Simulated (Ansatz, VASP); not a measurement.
One calculation of SnO, two programs

```
Sn O
1.0
     3.36222    0.00000    0.00000
    -1.68111    2.91177    0.00000
     0.00000    0.00000   18.72188
Sn O
4 4
Direct
  0.00000 0.00000 0.99727
  0.33333 0.66667 0.24638
  0.00000 0.00000 0.49727
  0.66667 0.33333 0.74638
  0.00000 0.00000 0.19023
  0.33333 0.66667 0.44113
  0.00000 0.00000 0.69023
  0.66667 0.33333 0.94113
```

Alike in both runs: task single point; functional r2SCAN; k mesh 9 × 9 × 2; no spin polarisation.

```csv
,VASP,Ansatz
version,VASP 6.6.1,Ansatz 0.2.0
potentials or method,"VASP PAW PBE potentials, release 64 (Sn_d, O)","plane waves, PAW"
plane-wave cutoff (eV),520,500
occupations,"gaussian, width 0.01 eV",fixed
valence electrons in the cell,80,80
```

|  | VASP | Ansatz | Ansatz less VASP |
| --- | --- | --- | --- |
| gap on the k mesh at the Fermi level (eV) | 1.74 | 1.77 | +0.030 |
| pressure (GPa) | -3.1 | -3.5 | -0.37 |
| traceless stress, the component that is largest in VASP (GPa) | 0.85 | 1.00 | +0.150 |
| rms of the force components (eV/Å) | 0.260 | 0.317 | +0.0569 |

VASP's potentials were made for PBE, not for r2SCAN. Atom by atom the forces differ by 0.057 eV/Å (rms over components).
